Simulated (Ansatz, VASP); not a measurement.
## Ta4H in VASP and in Ansatz

```xyz
5
Lattice="2.9236 0.0000 0.0000 -1.4618 2.5319 0.0000 0.0000 0.0000 10.3629" Properties=species:S:1:pos:R:3 pbc="T T T"
Ta    0.0000    1.6879    9.0197
Ta    0.0000    1.6879    3.8960
Ta    1.4618    0.8440    1.3432
Ta    1.4618    0.8440    6.4668
H     0.0000    0.0000    0.0000
```

Change from the starting cell: species swapped into the Co4H type (P-3m1, No. 164).

Alike in both runs: functional PBE; k mesh 6 × 6 × 2; occupations gaussian, width 0.1 eV; no spin polarisation.

Ansatz relaxed the structure, and its values are those at the end. VASP's run is a single point on that final structure, the one shown.

|  | VASP | Ansatz |
| --- | --- | --- |
| version | VASP 6.6.1 | Ansatz 0.2.0 |
| potentials or method | VASP PAW PBE potentials, release 64 (Ta_pv, H), cutoff 520 eV | scalar-relativistic, plane waves, PAW |
| valence electrons in the cell | 45 | 53 |

VASP gave:

```
gap on the k mesh at the Fermi level (eV) : none
pressure (GPa)                            : 0.2
```

Question: Which values does Ansatz return?

Answer: gap on the k mesh at the Fermi level (eV): none; pressure (GPa): 0.1.

A gap of «none» marks a metal or a gap that the smearing closes. VASP's potentials hold 45 valence electrons a cell and Ansatz's 53, so a difference there can come from the potentials and not from the codes.

The k mesh is coarse, so the values compare programs but aren't converged. Spin-orbit coupling is off throughout.
